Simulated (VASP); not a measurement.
# NaI (Fm-3m) in VASP: notebook

The runs below take NaI through single point, with PBE.

Program: VASP 6.6.1. These are calculated values, not measurements. Logs are shortened: lines on timing, memory, paths and dates and some standing lists are left out, and cuts for length are marked.

## 1. The cell of the first run

It takes space group Fm-3m (No. 225, cubic). Conventional cell: a = 6.441 Å, b = 6.441 Å, c = 6.441 Å, α = 90.00°, β = 90.00°, γ = 90.00°. Within 4.2 Å of Na (site symmetry m-3m) lie 6 I at 3.22 Å. I (site symmetry m-3m) has 6 Na at 3.22 Å within 4.2 Å.

## 2. Single point, PBE (33.40 Å³/atom)

File INCAR:

```
PREC = Accurate ; ENCUT = 520
EDIFF = 1E-6 ; ISMEAR = 0
SIGMA = 0.05 ; LREAL = False
LASPH = True ; NELM = 80
ALGO = Normal ; ISIF = 2
LWAVE = False ; LCHARG = False
GGA = PE ; NBANDS = 14
```

File KPOINTS:

```
regular mesh
0
Gamma
  10 10 10
```

File POSCAR:

```
NaI
1.0
    0.0000000000      3.2204162926      3.2204162926
    3.2204162926      0.0000000000      3.2204162926
    3.2204162926      3.2204162926      0.0000000000
Na I
1 1
Direct
    0.0000000000      0.0000000000      0.0000000000
    0.5000000000      0.5000000000      0.5000000000
```

Potentials or basis: VASP PAW PBE potentials, release 64 (Na_pv, I).

Started as:

```bash
cat potpaw_PBE.64/Na_pv/POTCAR potpaw_PBE.64/I/POTCAR > POTCAR
mpirun -np 1 vasp_std > vasp.out
```

OUTCAR:

```text
PREC = Accurate
   ENCUT = 520
   EDIFF = 1E-6
   ISMEAR = 0
   LREAL = False
   LASPH = True
   NELM = 80
   ISIF = 2
   GGA = PE

 ion  position               nearest neighbor table
   1  0.000  0.000  0.000-
   2  0.500  0.500  0.500-

  LATTYP: Found a face centered cubic cell.
 ALAT       =     6.4408325852

  Lattice vectors:

 A1 = (   0.0000000000,   3.2204162926,   3.2204162926)
 A2 = (   3.2204162926,   0.0000000000,   3.2204162926)
 A3 = (   3.2204162926,   3.2204162926,   0.0000000000)

Analysis of symmetry for initial positions (statically):
=====================================================================
 Subroutine PRICEL returns:
 Original cell was already a primitive cell.

 Routine SETGRP: Setting up the symmetry group for a
 face centered cubic supercell.

 Subroutine GETGRP returns: Found 48 space group operations
 (whereof 48 operations were pure point group operations)
 out of a pool of 48 trial point group operations.

The static configuration has the point symmetry O_h .

Analysis of symmetry for dynamics (positions and initial velocities):
=====================================================================
 Subroutine PRICEL returns:
 Original cell was already a primitive cell.

 Routine SETGRP: Setting up the symmetry group for a
 face centered cubic supercell.

 Subroutine GETGRP returns: Found 48 space group operations
 (whereof 48 operations were pure point group operations)
 out of a pool of 48 trial point group operations.

The dynamic configuration has the point symmetry O_h .

 Subroutine INISYM returns: Found 48 space group operations
 (whereof 48 operations are pure point group operations),
 and found     1 'primitive' translations

----------------------------------------------------------------------------------------

                                     Primitive cell

  volume of cell :      66.7984

  direct lattice vectors                    reciprocal lattice vectors
     0.000000000  3.220416293  3.220416293    -0.155259431  0.155259431  0.155259431
     3.220416293  0.000000000  3.220416293     0.155259431 -0.155259431  0.155259431
     3.220416293  3.220416293  0.000000000     0.155259431  0.155259431 -0.155259431

  length of vectors
     4.554356397  4.554356397  4.554356397     0.268917222  0.268917222  0.268917222

  position of ions in fractional coordinates (direct lattice)
     0.000000000  0.000000000  0.000000000
     0.500000000  0.500000000  0.500000000

  ion indices of the primitive-cell ions
   primitive index   ion index
                 1           1
                 2           2

----------------------------------------------------------------------------------------

 KPOINTS: regular mesh

Automatic generation of k-mesh.
 Grid dimensions read from file:
 generate k-points for:   10   10   10

 Generating k-lattice:

  Cartesian coordinates                     Fractional coordinates (reciprocal lattice)
    -0.015525943  0.015525943  0.015525943     0.100000000  0.000000000  0.000000000
     0.015525943 -0.015525943  0.015525943     0.000000000  0.100000000  0.000000000
     0.015525943  0.015525943 -0.015525943     0.000000000  0.000000000  0.100000000

  Length of vectors
     0.026891722  0.026891722  0.026891722

  Shift w.r.t. Gamma in fractional coordinates (k-lattice)
     0.000000000  0.000000000  0.000000000

 Subroutine IBZKPT returns following result:
 ===========================================

 Found     47 irreducible k-points:

 Following reciprocal coordinates:
            Coordinates               Weight
  0.000000  0.000000  0.000000      1.000000
  0.100000  0.000000  0.000000      8.000000
  0.200000  0.000000  0.000000      8.000000
  0.300000  0.000000  0.000000      8.000000
  0.400000  0.000000  0.000000      8.000000
  0.500000  0.000000  0.000000      4.000000
[... 16 lines left out ...]
  0.300000  0.300000  0.000000      6.000000
  0.400000  0.300000  0.000000     24.000000
 [... further k-points ...]
   k-points           NKPTS =     47   k-points in BZ     NKDIM =     47   number of bands    NBANDS=     14
   number of dos      NEDOS =    301   number of ions     NIONS =      2
   total plane-waves  NPLWV =  46656
   dimension x,y,z NGX =    36 NGY =   36 NGZ =   36
   dimension x,y,z NGXF=    72 NGYF=   72 NGZF=   72
   ions per type =               1   1
   NGX,Y,Z   is equivalent  to a cutoff of  13.14, 13.14, 13.14 a.u.
   NGXF,Y,Z  is equivalent  to a cutoff of  26.28, 26.28, 26.28 a.u.
 SYSTEM =  unknown system
   PREC   = accura    normal or accurate (medium, high low for compatibility)
   ISTART =      0    job   : 0-new  1-cont  2-samecut
   ICHARG =      2    charge: 1-file 2-atom 10-const
   ISPIN  =      1    spin polarized calculation?
   LNONCOLLINEAR =      F non collinear calculations
   LSORBIT =      F    spin-orbit coupling
   LASPH  =      T    aspherical Exc in radial PAW
   ENCUT  =  520.0 eV  38.22 Ry    6.18 a.u.   8.47  8.47  8.47*2*pi/ulx,y,z
   NELM   =     80;   NELMIN=  2; NELMDL= -5     # of ELM steps
   EDIFF  = 0.1E-05   stopping-criterion for ELM
   LREAL  =      F    real-space projection
[... 7 lines left out ...]
   TEBEG  =    0.0;   TEEND  =   0.0 temperature during run
   PSTRESS=    0.0 pullay stress
   NELECT =      14.0000    total number of electrons
   NUPDOWN=      -1.0000    fix difference up-down
   EMIN   =  10.00;   EMAX   =-10.00  energy-range for DOS
   EFERMI =   0.00;   METHOD = LEGACY
   ISMEAR =     0;   SIGMA  =   0.05  broadening in eV -4-tet -1-fermi 0-gaus
   EFERMI_NEDOS =   21; number of points for ismear=-14 and -15
   IALGO  =     38    algorithm
   IMIX   =      4    mixing-type and parameters
     AMIX     =   0.40;   BMIX     =  1.00
     AMIX_MAG =   1.60;   BMIX_MAG =  1.00
  volume/ion in A,a.u.               =      33.40       225.39
  Fermi-wavevector in a.u.,A,eV,Ry     =   0.972439  1.837642 12.866169  0.945637
  Thomas-Fermi vector in A             =   2.102737
   LORBIT       =      0    0 simple, 1 ext, 2 COOP (PROOUT), +10 PAW based schemes
   GGA     = PE    functional components
   LHFCALC =     F    Hartree Fock is set to
   AEXX    =    0.0000 exact exchange contribution
   IVDW    =     0    specifies the selected vdW correction
   LEPSILON=     F    determine dielectric tensor
   LRPA    =     F    only Hartree local field effects (RPA)
 non-spin polarized calculation
 Gauss-broadening in eV      SIGMA  =   0.05
  energy-cutoff  :      520.00
  volume of cell :       66.80
 maximum number of plane-waves:      1823
 NGX is ok and might be reduce to    36
   NGX = 17   NGY = 17   NGZ = 17

 number of electron      13.9999996 magnetization

 Free energy of the ion-electron system (eV)
  ---------------------------------------------------
  ext. energy  EPLUGINS =         0.00000000
  ---------------------------------------------------
  free energy    TOTEN  =        -5.38152327 eV

  energy without entropy =       -5.38152327  energy(sigma->0) =       -5.38152327

 E-fermi :   1.1959     XC(G=0):  -7.7649

 val. band max:        0.9105926314   @ k =   0.0000   0.0000   0.0000
 cond. band min:       4.5911496388   @ k =   0.0000   0.0000   0.0000
 fundamental gap:      3.6805570074
 Fermi energy:         1.1958954744

 k-point     1 :       0.0000    0.0000    0.0000
  band No.  band energies     occupation
      1     -21.5116      2.00000
      2     -21.5116      2.00000
      3     -21.5116      2.00000
      4     -10.1457      2.00000
      5       0.9106      2.00000
      6       0.9106      2.00000
      7       0.9106      2.00000
      8       4.5911      0.00000
      9       8.8403      0.00000
     10       8.8403      0.00000
     11       8.8403      0.00000
     12      10.6831      0.00000
     13      10.6831      0.00000
     14      11.3556      0.00000

 k-point     2 :       0.1000    0.0000    0.0000
  band No.  band energies     occupation
      1     -21.5122      2.00000
      2     -21.5117      2.00000
      3     -21.5117      2.00000
      4     -10.1166      2.00000
      5       0.5903      2.00000
      6       0.8804      2.00000
      7       0.8804      2.00000
      8       4.9508      0.00000
      9       8.5706      0.00000
     10       8.9506      0.00000
     11       8.9506      0.00000
     12      10.3571      0.00000
     13      10.3571      0.00000
     14      11.8454      0.00000

 k-point     3 :       0.2000    0.0000    0.0000
  band No.  band energies     occupation
      1     -21.5136      2.00000
      2     -21.5118      2.00000
      3     -21.5118      2.00000
      4     -10.0382      2.00000
      5      -0.0726      2.00000
      6       0.8042      2.00000
      7       0.8042      2.00000
      8       5.6280      0.00000
      9       8.3374      0.00000
     10       9.0122      0.00000
     11       9.0122      0.00000
     12      10.2199      0.00000
     13      10.2199      0.00000
     14      11.6153      0.00000
[... 324 lines left out ...]
 k-point    23 :       0.3000    0.3000    0.0000
  band No.  band energies     occupation
      1     -21.5146      2.00000
      2     -21.5128      2.00000
      3     -21.5128      2.00000
      4      -9.8792      2.00000
      5      -0.5903      2.00000
      6       0.3814      2.00000
      7       0.3814      2.00000
      8       6.1514      0.00000
      9       6.9576      0.00000
     10       8.8353      0.00000
     11      10.6258      0.00000
     12      10.6258      0.00000
     13      11.6463      0.00000
     14      14.5701      0.00000

 k-point    24 :       0.4000    0.3000    0.0000
  band No.  band energies     occupation
      1     -21.5153      2.00000
      2     -21.5131      2.00000
      3     -21.5130      2.00000
      4      -9.8161      2.00000
      5      -0.8030      2.00000
      6       0.2062      2.00000
      7       0.3038      2.00000
      8       6.0525      0.00000
      9       6.9154      0.00000
     10       9.1188      0.00000
     11      10.5671      0.00000
     12      11.3629      0.00000
     13      12.5110      0.00000
     14      14.6390      0.00000

 [... further k-points ...]

------------------------ aborting loop because EDIFF is reached ----------------------------------------

  FORCE on cell =-STRESS in cart. coord.  units (eV):
  Direction    XX          YY          ZZ          XY          YZ          ZX
  --------------------------------------------------------------------------------------
  -------------------------------------------------------------------------------------
  Total        0.2946367      0.2946367      0.2946367      0.0000000      0.0000000      0.0000000
  in kB        7.0669405      7.0669405      7.0669405      0.0000000      0.0000000      0.0000000
  external PRESSURE =       7.0669405 kB  Pullay stress =       0.0000000 kB

 VOLUME and BASIS-vectors are now :
 -----------------------------------------------------------------------------
  energy-cutoff  :      520.00
  volume of cell :       66.80
      direct lattice vectors                 reciprocal lattice vectors
     0.000000000  3.220416293  3.220416293    -0.155259431  0.155259431  0.155259431
     3.220416293  0.000000000  3.220416293     0.155259431 -0.155259431  0.155259431
     3.220416293  3.220416293  0.000000000     0.155259431  0.155259431 -0.155259431

 POSITION                                       TOTAL-FORCE (eV/Angst)
 -----------------------------------------------------------------------------------
      0.00000      0.00000      0.00000         0.000000      0.000000      0.000000
      3.22042      3.22042      3.22042        -0.000000     -0.000000     -0.000000
 -----------------------------------------------------------------------------------
    total drift:                                0.000000      0.000000      0.000000

  FREE ENERGIE OF THE ION-ELECTRON SYSTEM (eV)
  ---------------------------------------------------
  free  energy   TOTEN  =        -5.3815232686 eV

  energy  without entropy=       -5.3815232686  energy(sigma->0) =       -5.38152327
```

It took 13 s on 1 thread of Intel Xeon 6975P-C (Granite Rapids), shared host; peak memory 0.22 GiB.

What came out:

| Quantity | Value |
| --- | --- |
| Free energy | -5.3815 eV |
| Pressure | 0.7 GPa |
| Band gap on the k mesh | 3.68 eV |

Caveat: spin-orbit coupling is left out, which moves the levels of the heavy elements.

## 3. Single point, PBE

This run uses another cell than the first one, of 34.24 Å³/atom.

File INCAR:

```
SYSTEM = NaI
PREC = Accurate
ENCUT = 520
EDIFF = 1E-6
ISMEAR = 0
SIGMA = 0.05
LREAL = .False.
LASPH = .True.
NELM = 60
ALGO = Normal
ISIF = 2
LWAVE = .False.
LCHARG = .False.
GGA = PE
NBANDS = 14
```

File KPOINTS:

```
regular mesh
0
Gamma
  10 10 10
  0 0 0
```

File POSCAR:

```
NaI
1.0
    0.0000000000      3.2471522385      3.2471522385
    3.2471522385      0.0000000000      3.2471522385
    3.2471522385      3.2471522385      0.0000000000
Na I
1 1
Direct
    0.0000000000      0.0000000000      0.0000000000
    0.5000000000      0.5000000000      0.5000000000
```

Potentials or basis: VASP PAW PBE potentials, release 64 (Na_pv, I).

Started as:

```bash
cat potpaw_PBE.64/Na_pv/POTCAR potpaw_PBE.64/I/POTCAR > POTCAR
mpirun -np 1 vasp_std > vasp.out
```

Wall time 14 s (1 thread of Intel Xeon 6975P-C (Granite Rapids), shared host); peak memory 0.22 GiB.

Results (log left out):

```
Free energy            : -5.3866 eV
Pressure               : 0.3 GPa
Band gap on the k mesh : 3.61 eV
```

Levels at points of the mesh, in eV from the valence-band top:
```tsv
k point	band 5	band 6	band 7	band 8	band 9	band 10
(0.00, 0.00, 0.00)	0.00	0.00	0.00	3.61	7.93	7.93
(0.50, 0.00, 0.00)	-2.15	-0.28	-0.28	5.09	7.44	7.44
(0.50, 0.50, 0.00)	-1.87	-0.73	-0.73	4.49	5.57	9.81
```

Caveat: spin-orbit coupling is left out, which moves the levels of the heavy elements. A k mesh can miss the band edges.

(Continued in part 2 of 2.)
